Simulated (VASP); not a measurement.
## H: electric field gradients with PBE

H:

```
H
1.0
     1.91933    0.00000    0.00000
    -0.95966    1.66219    0.00000
     0.00000    0.00000    1.89193
H
2
Direct
  0.33333 0.66667 0.25000
  0.66667 0.33333 0.75000
```

This cell differs from its parent crystal: volume scaled by 0.98.

```json
{"Program": "VASP 6.6.1", "Task": "electric field gradients", "Functional": "PBE", "Potentials or basis": "VASP PAW PBE potentials, release 64 (H)", "Cutoff": "520 eV", "k mesh": "17 × 17 × 9", "Occupations": "fermi-dirac, width 0.05 eV", "Spin": "no spin polarisation", "Dipole correction": "no", "Further INCAR settings": "ALGO = Normal; EDIFF = 1e-08; NBANDS = 8"}
```

- Pressure: 1.7 GPa
- Band gap on the k mesh: zero (band 1 reaches 6.91 eV, above the bottom of band 2 at -1.06 eV)

Levels at points of the mesh, in eV from the Fermi level:
```csv
k point,band 1,band 2,band 3,band 4,band 5,band 6
"(0.00, 0.00, 0.00)",-16.48,16.97,28.41,36.50,39.06,39.45
```

Run time: 3 s on 1 thread of Intel(R) Xeon(R) 6975P-C (Granite Rapids) (shared host), peak memory 0.11 GiB.

Caveat: the k points lie up to 0.37 Å⁻¹ apart; without QUAD_EFG the Cq values of the log hold for a quadrupole moment of 1 mb, not for the nuclei.
